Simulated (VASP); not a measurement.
The system is TePb.

```xyz
2
Lattice="4.0023 0.0000 0.0000 0.0000 4.0023 0.0000 0.0000 0.0000 4.0023" Properties=species:S:1:pos:R:3 pbc="T T T"
Pb    0.0000    0.0000    0.0000
Te    2.0011    2.0011    2.0011
```

```yaml
Program: VASP 6.6.1
Task: relaxation of cell and atoms
Functional: BLYP
Dispersion: D3(BJ)
Potentials_or_basis: VASP PAW PBE potentials, release 64 (Pb_d, Te)
Cutoff: 600 eV
k_mesh: 7 × 7 × 7
Occupations: fermi-dirac, width 0.05 eV
Spin: no spin polarisation
```

At the start: pressure 0.2 GPa; volume 32.05 Å³/atom.

Where does the relaxation end?

Over 5 steps the energy falls by 36.6 meV/atom and the volume is 33.92 Å³/atom (+5.8 %); space group Pm-3m (No. 221, to 0.1 Å) before and after.

The path:
| step | energy change (eV) | largest force (eV/Å) | pressure (GPa) | volume (Å³) |
| --- | --- | --- | --- | --- |
| 1 | 0.0000 | 0.0000 | 0.24 | 64.11 |
| 2 | -0.0015 | 0.0000 | 0.93 | 64.56 |
| 3 | -0.0279 | 0.0000 | 5.44 | 65.93 |
| 4 | -0.0658 | 0.0000 | -2.38 | 68.71 |
| 5 | -0.0732 | 0.0000 | 0.02 | 67.83 |

Final structure:
```xyz
2
Lattice="4.0783 0.0000 0.0000 0.0000 4.0783 0.0000 0.0000 0.0000 4.0783" Properties=species:S:1:pos:R:3 pbc="T T T"
Pb    0.0000    0.0000    0.0000
Te    2.0391    2.0391    2.0391
```

Caveat: the PAW data sets were made with another functional, which shifts forces and pressure a little.
